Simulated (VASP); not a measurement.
# Ge (Fd-3m) in VASP: notebook

Ge is run at these levels: r2SCAN; tasks: single point.

All numbers are computed with VASP 6.6.1; they aren't measurements. Logs are shortened: lines on timing, memory, paths and dates and some standing lists are left out, and cuts for length are marked.

## Step 1: The cell of the first run

The structure is cubic, space group Fd-3m (No. 227). Conventional cell: a = 5.672 Å, b = 5.672 Å, c = 5.672 Å, α = 90.00°, β = 90.00°, γ = 90.00°. Ge (site symmetry -43m) has 4 Ge at 2.46 Å within 3.2 Å.

## Step 2: Single point, r2SCAN

Contents of POSCAR:

```
Ge
1.0
    0.0000000000      2.8360149687      2.8360149687
    2.8360149687      0.0000000000      2.8360149687
    2.8360149687      2.8360149687      0.0000000000
Ge
2
Direct
    0.5000000000      0.5000000000      0.5000000000
    0.7500000000      0.7500000000      0.7500000000
```

Contents of INCAR.step1:

```
PREC = Accurate
ENCUT = 520
ISMEAR = -1
SIGMA = 0.05
LREAL = False
LASPH = True
NELM = 60
NBANDS = 21
GGA = PE
ALGO = Normal
EDIFF = 1E-4
LWAVE = True
LCHARG = False
```

Contents of INCAR.step2:

```
PREC = Accurate
ENCUT = 520
EDIFF = 1E-7
ISMEAR = -1
SIGMA = 0.05
LREAL = False
LASPH = True
NELM = 60
ALGO = Normal
ISIF = 2
LWAVE = False
LCHARG = False
METAGGA = R2SCAN
LMIXTAU = True
NBANDS = 21
ISTART = 1
```

Contents of KPOINTS:

```
regular mesh
0
Gamma
  10 10 10
```

Potentials or basis: VASP PAW PBE potentials, release 64 (Ge_d).

Command:

```sh
$ cat potpaw_PBE.64/Ge_d/POTCAR > POTCAR
$ cp INCAR.step1 INCAR
$ mpirun -np 1 vasp_std > vasp.out
$ cp INCAR.step2 INCAR
$ mpirun -np 1 vasp_std > vasp.out
```

OUTCAR:

```text
PREC = Accurate
   ENCUT = 520
   EDIFF = 1E-7
   ISMEAR = -1
   LREAL = False
   LASPH = True
   NELM = 60
   ISIF = 2
   METAGGA = R2SCAN
   ISTART = 1

 ion  position               nearest neighbor table
   1  0.500  0.500  0.500-   2 2.46   2 2.46   2 2.46   2 2.46
   2  0.750  0.750  0.750-   1 2.46   1 2.46   1 2.46   1 2.46

  LATTYP: Found a face centered cubic cell.
 ALAT       =     5.6720299374

  Lattice vectors:

 A1 = (   0.0000000000,   2.8360149687,   2.8360149687)
 A2 = (   2.8360149687,   0.0000000000,   2.8360149687)
 A3 = (   2.8360149687,   2.8360149687,   0.0000000000)

Analysis of symmetry for initial positions (statically):
=====================================================================
 Subroutine PRICEL returns:
 Original cell was already a primitive cell.

 Routine SETGRP: Setting up the symmetry group for a
 face centered cubic supercell.

 Subroutine GETGRP returns: Found 48 space group operations
 (whereof 24 operations were pure point group operations)
 out of a pool of 48 trial point group operations.

The static configuration has the point symmetry T_d .
 The point group associated with its full space group is O_h .

Analysis of symmetry for dynamics (positions and initial velocities):
=====================================================================
 Subroutine PRICEL returns:
 Original cell was already a primitive cell.

 Routine SETGRP: Setting up the symmetry group for a
 face centered cubic supercell.

 Subroutine GETGRP returns: Found 48 space group operations
 (whereof 24 operations were pure point group operations)
 out of a pool of 48 trial point group operations.

The dynamic configuration has the point symmetry T_d .
 The point group associated with its full space group is O_h .

 Subroutine INISYM returns: Found 48 space group operations
 (whereof 24 operations are pure point group operations),
 and found     1 'primitive' translations

----------------------------------------------------------------------------------------

                                     Primitive cell

  volume of cell :      45.6200

  direct lattice vectors                    reciprocal lattice vectors
     0.000000000  2.836014969  2.836014969    -0.176303724  0.176303724  0.176303724
     2.836014969  0.000000000  2.836014969     0.176303724 -0.176303724  0.176303724
     2.836014969  2.836014969  0.000000000     0.176303724  0.176303724 -0.176303724

  length of vectors
     4.010730832  4.010730832  4.010730832     0.305367007  0.305367007  0.305367007

  position of ions in fractional coordinates (direct lattice)
     0.500000000  0.500000000  0.500000000
     0.750000000  0.750000000  0.750000000

  ion indices of the primitive-cell ions
   primitive index   ion index
                 1           1
                 2           2

----------------------------------------------------------------------------------------

 KPOINTS: regular mesh

Automatic generation of k-mesh.
 Grid dimensions read from file:
 generate k-points for:   10   10   10

 Generating k-lattice:

  Cartesian coordinates                     Fractional coordinates (reciprocal lattice)
    -0.017630372  0.017630372  0.017630372     0.100000000  0.000000000  0.000000000
     0.017630372 -0.017630372  0.017630372     0.000000000  0.100000000  0.000000000
     0.017630372  0.017630372 -0.017630372     0.000000000  0.000000000  0.100000000

  Length of vectors
     0.030536701  0.030536701  0.030536701

  Shift w.r.t. Gamma in fractional coordinates (k-lattice)
     0.000000000  0.000000000  0.000000000

 Subroutine IBZKPT returns following result:
 ===========================================

 Found     47 irreducible k-points:

 Following reciprocal coordinates:
            Coordinates               Weight
  0.000000  0.000000  0.000000      1.000000
  0.100000  0.000000  0.000000      8.000000
  0.200000  0.000000  0.000000      8.000000
  0.300000  0.000000  0.000000      8.000000
  0.400000  0.000000  0.000000      8.000000
  0.500000  0.000000  0.000000      4.000000
[... 16 lines left out ...]
  0.300000  0.300000  0.000000      6.000000
  0.400000  0.300000  0.000000     24.000000
 [... further k-points ...]
   k-points           NKPTS =     47   k-points in BZ     NKDIM =     47   number of bands    NBANDS=     21
   number of dos      NEDOS =    301   number of ions     NIONS =      2
   total plane-waves  NPLWV =  27000
   dimension x,y,z NGX =    30 NGY =   30 NGZ =   30
   dimension x,y,z NGXF=    60 NGYF=   60 NGZF=   60
   ions per type =               2
   NGX,Y,Z   is equivalent  to a cutoff of  12.44, 12.44, 12.44 a.u.
   NGXF,Y,Z  is equivalent  to a cutoff of  24.87, 24.87, 24.87 a.u.
 SYSTEM =  unknown system
   PREC   = accura    normal or accurate (medium, high low for compatibility)
   ISTART =      1    job   : 0-new  1-cont  2-samecut
   ICHARG =      0    charge: 1-file 2-atom 10-const
   ISPIN  =      1    spin polarized calculation?
   LNONCOLLINEAR =      F non collinear calculations
   LSORBIT =      F    spin-orbit coupling
   LASPH  =      T    aspherical Exc in radial PAW
   ENCUT  =  520.0 eV  38.22 Ry    6.18 a.u.   7.46  7.46  7.46*2*pi/ulx,y,z
   NELM   =     60;   NELMIN=  2; NELMDL=  0     # of ELM steps
   EDIFF  = 0.1E-06   stopping-criterion for ELM
   LREAL  =      F    real-space projection
   EDIFFG = 0.1E-05   stopping-criterion for IOM
   NSW    =      0    number of steps for IOM
   IBRION =     -1    ionic relax: 0-MD 1-quasi-New 2-CG
   NFREE  =      0    steps in history (QN), initial steepest desc. (CG)
   ISIF   =      2    stress and relaxation
   ISYM   =      2    0-nonsym 1-usesym 2-fastsym
   POTIM  = 0.5000    time-step for ionic-motion
   TEBEG  =    0.0;   TEEND  =   0.0 temperature during run
   PSTRESS=    0.0 pullay stress
   NELECT =      28.0000    total number of electrons
   NUPDOWN=      -1.0000    fix difference up-down
   EMIN   =  10.00;   EMAX   =-10.00  energy-range for DOS
   EFERMI =   0.00;   METHOD = LEGACY
   ISMEAR =    -1;   SIGMA  =   0.05  broadening in eV -4-tet -1-fermi 0-gaus
   EFERMI_NEDOS =   21; number of points for ismear=-14 and -15
   IALGO  =     38    algorithm
   IMIX   =      4    mixing-type and parameters
     AMIX     =   0.40;   BMIX     =  1.00
     AMIX_MAG =   1.60;   BMIX_MAG =  1.00
  volume/ion in A,a.u.               =      22.81       153.93
  Fermi-wavevector in a.u.,A,eV,Ry     =   1.391262  2.629104 26.335580  1.935611
  Thomas-Fermi vector in A             =   2.515118
   LORBIT       =      0    0 simple, 1 ext, 2 COOP (PROOUT), +10 PAW based schemes
   METAGGA = R2SCAN    functional components
   LHFCALC =     F    Hartree Fock is set to
   AEXX    =    0.0000 exact exchange contribution
   IVDW    =     0    specifies the selected vdW correction
   LEPSILON=     F    determine dielectric tensor
   LRPA    =     F    only Hartree local field effects (RPA)
 non-spin polarized calculation
  energy-cutoff  :      520.00
  volume of cell :       45.62
 maximum number of plane-waves:      1244
 NGX is ok and might be reduce to    30
   NGX = 15   NGY = 15   NGZ = 15

 number of electron      28.0000016 magnetization

 Free energy of the ion-electron system (eV)
  ---------------------------------------------------
  ext. energy  EPLUGINS =         0.00000000
  ---------------------------------------------------
  free energy    TOTEN  =       -27.74252415 eV

  energy without entropy =      -27.74243418  energy(sigma->0) =      -27.74247917

 E-fermi :   4.9053     XC(G=0): -10.7801

 val. band max:        4.7274565872   @ k =   0.0000   0.0000   0.0000
 cond. band min:       5.0587833773   @ k =   0.0000   0.0000   0.0000
 fundamental gap:      0.3313267901
 Fermi energy:         4.9052510989

 k-point     1 :       0.0000    0.0000    0.0000
  band No.  band energies     occupation
      1     -20.7568      2.00000
      2     -20.7568      2.00000
      3     -20.7567      2.00000
      4     -20.7180      2.00000
      5     -20.7180      2.00000
      6     -20.5045      2.00000
[... 13 lines left out ...]
     20      14.6439      0.00000
     21      14.6440      0.00000

 k-point     2 :       0.1000    0.0000    0.0000
  band No.  band energies     occupation
      1     -20.7626      2.00000
      2     -20.7626      2.00000
      3     -20.7551      2.00000
      4     -20.7098      2.00000
      5     -20.7098      2.00000
      6     -20.5118      2.00000
[... 13 lines left out ...]
     20      13.9618      0.00000
     21      13.9618      0.00000

 k-point     3 :       0.2000    0.0000    0.0000
  band No.  band energies     occupation
      1     -20.7717      2.00000
      2     -20.7717      2.00000
      3     -20.7507      2.00000
      4     -20.6952      2.00000
      5     -20.6952      2.00000
      6     -20.5229      2.00000
[... 13 lines left out ...]
     20      13.4554      0.00000
     21      13.4554      0.00000

 k-point     4 :       0.3000    0.0000    0.0000
  band No.  band energies     occupation
      1     -20.7779      2.00000
      2     -20.7779      2.00000
      3     -20.7452      2.00000
      4     -20.6831      2.00000
      5     -20.6831      2.00000
      6     -20.5309      2.00000
[... 13 lines left out ...]
     20      13.8479      0.00000
     21      13.8479      0.00000

 k-point     5 :       0.4000    0.0000    0.0000
  band No.  band energies     occupation
      1     -20.7809      2.00000
      2     -20.7809      2.00000
      3     -20.7407      2.00000
      4     -20.6766      2.00000
      5     -20.6766      2.00000
      6     -20.5344      2.00000
[... 13 lines left out ...]
     20      15.1365      0.00000
     21      15.1365      0.00000

 k-point     6 :       0.5000    0.0000    0.0000
  band No.  band energies     occupation
      1     -20.7817      2.00000
      2     -20.7816      2.00000
      3     -20.7389      2.00000
      4     -20.6748      2.00000
      5     -20.6748      2.00000
      6     -20.5351      2.00000
[... 13 lines left out ...]
     20      16.5273      0.00000
     21      16.5687      0.00000

 k-point     7 :       0.1000    0.1000    0.0000
  band No.  band energies     occupation
      1     -20.7627      2.00000
      2     -20.7606      2.00000
      3     -20.7606      2.00000
      4     -20.7120      2.00000
      5     -20.7014      2.00000
      6     -20.5288      2.00000
[... 13 lines left out ...]
     20      13.0103      0.00000
     21      14.8220      0.00000
[... 291 lines left out ...]
      1     -20.8024      2.00000
      2     -20.7894      2.00000
      3     -20.7111      2.00000
      4     -20.6560      2.00000
      5     -20.6467      2.00000
      6     -20.5718      2.00000
[... 13 lines left out ...]
     20      14.6166      0.00000
     21      16.2204      0.00000

 k-point    21 :      -0.3000    0.2000    0.0000
  band No.  band energies     occupation
      1     -20.7971      2.00000
      2     -20.7900      2.00000
      3     -20.7142      2.00000
      4     -20.6726      2.00000
      5     -20.6473      2.00000
      6     -20.5660      2.00000
[... 13 lines left out ...]
     20      14.6150      0.00000
     21      16.7484      0.00000

 k-point    22 :      -0.2000    0.2000    0.0000
  band No.  band energies     occupation
      1     -20.7869      2.00000
      2     -20.7865      2.00000
      3     -20.7291      2.00000
      4     -20.6845      2.00000
      5     -20.6603      2.00000
      6     -20.5571      2.00000
[... 13 lines left out ...]
     20      15.2048      0.00000
     21      15.7332      0.00000

 k-point    23 :       0.3000    0.3000    0.0000
  band No.  band energies     occupation
      1     -20.7805      2.00000
      2     -20.7804      2.00000
      3     -20.7574      2.00000
      4     -20.6680      2.00000
      5     -20.6258      2.00000
      6     -20.6159      2.00000
[... 13 lines left out ...]
     20      16.2505      0.00000
     21      16.5984      0.00000

 k-point    24 :       0.4000    0.3000    0.0000
  band No.  band energies     occupation
      1     -20.7910      2.00000
      2     -20.7851      2.00000
      3     -20.7404      2.00000
      4     -20.6523      2.00000
      5     -20.6340      2.00000
      6     -20.6080      2.00000
[... 13 lines left out ...]
     20      17.0324      0.00000
     21      17.0471      0.00000

 [... further k-points ...]

------------------------ aborting loop because EDIFF is reached ----------------------------------------

  FORCE on cell =-STRESS in cart. coord.  units (eV):
  Direction    XX          YY          ZZ          XY          YZ          ZX
  --------------------------------------------------------------------------------------
  -------------------------------------------------------------------------------------
  Total        0.0397577      0.0397577      0.0397577      0.0000000      0.0000000      0.0000000
  in kB        1.3962917      1.3962917      1.3962917      0.0000000      0.0000000      0.0000000
  external PRESSURE =       1.3962917 kB  Pullay stress =       0.0000000 kB

 VOLUME and BASIS-vectors are now :
 -----------------------------------------------------------------------------
  energy-cutoff  :      520.00
  volume of cell :       45.62
      direct lattice vectors                 reciprocal lattice vectors
     0.000000000  2.836014969  2.836014969    -0.176303724  0.176303724  0.176303724
     2.836014969  0.000000000  2.836014969     0.176303724 -0.176303724  0.176303724
     2.836014969  2.836014969  0.000000000     0.176303724  0.176303724 -0.176303724

 POSITION                                       TOTAL-FORCE (eV/Angst)
 -----------------------------------------------------------------------------------
      2.83601      2.83601      2.83601        -0.000000     -0.000000     -0.000000
      4.25402      4.25402      4.25402         0.000000      0.000000      0.000000
 -----------------------------------------------------------------------------------
    total drift:                                0.000000     -0.000000     -0.000000

  FREE ENERGIE OF THE ION-ELECTRON SYSTEM (eV)
  ---------------------------------------------------
  free  energy   TOTEN  =       -27.7425241522 eV

  energy  without entropy=      -27.7424341816  energy(sigma->0) =      -27.74247917
```

Run time: 4.8 min. Hardware: 1 thread of Intel Xeon 8259CL, shared host; peak memory 0.19 GiB.

Results:

```
Free energy            : -27.7425 eV
Pressure               : 0.1 GPa
Band gap on the k mesh : 0.33 eV
```

Levels at points of the mesh, in eV from the valence-band top:
```csv
k point,band 10,band 11,band 12,band 13,band 14,band 15,band 16,band 17,band 18,band 19
"(0.00, 0.00, 0.00)",-25.21,-13.25,0.00,0.00,0.00,0.33,2.71,2.71,2.71,7.04
"(0.50, 0.00, 0.00)",-25.19,-11.07,-7.83,-1.47,-1.47,0.42,3.99,3.99,7.65,11.16
"(0.50, 0.50, 0.00)",-25.18,-9.19,-9.19,-3.20,-3.20,0.98,0.98,10.04,10.04,12.27
```

Caveat: the PAW data sets were made with another functional, which shifts forces and pressure a little. A k mesh can miss the band edges.

[end of part 1 of 2]
